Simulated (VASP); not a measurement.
Crystal: InSb.

```
CELL_PARAMETERS angstrom
0.00000 3.31742 3.31742
3.31742 0.00000 3.31742
3.31742 3.31742 0.00000
ATOMIC_POSITIONS crystal
In 0.00000 0.00000 0.00000
Sb 0.25000 0.25000 0.25000
```

```yaml
Program: VASP 6.6.1
Task: relaxation of cell and atoms
Functional: PBEsol
Potentials_or_basis: VASP PAW PBE potentials, release 64 (In_d, Sb)
Cutoff: 600 eV
k_mesh: 12 × 12 × 12
Occupations: gaussian, width 0.1 eV
Spin: no spin polarisation
```

At the start: pressure -2.0 GPa; volume 36.51 Å³/atom.

Q: Where does the relaxation end?

A: Over 3 steps the energy falls by 11.9 meV/atom and the volume is 34.66 Å³/atom (-5.1 %); space group F-43m (No. 216, to 0.05 Å).

The path:
| step | energy change (eV) | largest force (eV/Å) | pressure (GPa) | volume (Å³) |
| --- | --- | --- | --- | --- |
| 1 | 0.0000 | 0.0000 | -1.96 | 73.02 |
| 2 | -0.0221 | 0.0000 | 0.60 | 68.39 |
| 3 | -0.0238 | 0.0000 | 0.00 | 69.32 |

Final structure:
```yaml
crystal:
  lattice:
    - [0.00000, 3.26040, 3.26040]
    - [3.26040, 0.00000, 3.26040]
    - [3.26040, 3.26040, 0.00000]
  atoms:
    - { symbol: In, position: [0.00000, 0.00000, 0.00000] }
    - { symbol: Sb, position: [0.25000, 0.25000, 0.25000] }
```

Caveat: the PAW data sets were made with another functional, which shifts forces and pressure a little.
